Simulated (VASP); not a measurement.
Wanted: the native input for a VASP 6.6.1 run.

- Task: electric field gradients
- Functional: LDA
- Potentials or basis: VASP PAW LDA potentials, release 64 (Ta_sv_GW, N)
- Cutoff: 520 eV
- k mesh: 12 × 12 × 10
- Occupations: fermi-dirac, width 0.02 eV
- Spin: no spin polarisation
- Dipole correction: no
- Further INCAR settings: ALGO = Normal; EDIFF = 1e-08; NBANDS = 16

The structure of TaN lies in POSCAR:

```
TaN
1.0
    2.9956213083      0.0000000000      0.0000000000
   -1.4978106541      2.5942841531      0.0000000000
    0.0000000000      0.0000000000      2.9395437670
Ta N
1 1
Direct
    0.3333333333      0.6666666667      0.5000000000
    0.0000000000      0.0000000000      0.0000000000
```

One way to write it, as run:

INCAR

```
SYSTEM = TaN
ALGO     = Normal         ! electronic algorithm
EDIFF    = 1E-8           ! SCF threshold, eV
ENCUT    = 520            ! plane-wave cutoff, eV
GGA_COMPAT= .False.      
ISIF     = 2              ! what is computed and relaxed
ISMEAR   = -1             ! smearing method
LASPH    = .True.         ! aspherical terms in the spheres
LCHARG   = .False.        ! write CHGCAR
LEFG     = .True.       
LREAL    = .False.        ! projectors in reciprocal space
LWAVE    = .False.        ! write WAVECAR
NBANDS   = 16             ! bands
NELM     = 120            ! most SCF steps
PREC     = Accurate       ! precision mode
SIGMA    = 0.02           ! smearing width, eV
```

KPOINTS

```
k-points
0
Gamma
  12 12 10
  0 0 0
```

Potentials or basis: VASP PAW LDA potentials, release 64 (Ta_sv_GW, N).

The run is started by

```bash
$ cat potpaw_LDA.64/Ta_sv_GW/POTCAR potpaw_LDA.64/N/POTCAR > POTCAR
$ mpirun -np 1 vasp_std > vasp.out
```

Results of the run:

```json
{
 "Pressure": "-28.0 GPa",
 "Band gap on the k mesh": "zero (bands 9 and 10 overlap by 0.46 eV)",
 "Largest electric field gradient by atom": "Ta +41.2; N +0.8 V/Å²"
}
```

Caveat: the cell stands under tension; without QUAD_EFG the Cq values of the log hold for a quadrupole moment of 1 mb, not for the nuclei; spin-orbit coupling is left out, which moves the levels of the heavy elements.

Wall time 38 s on 1 thread of AMD EPYC 7R13 Processor (Zen 3), on a shared host, peak memory 0.14 GiB.
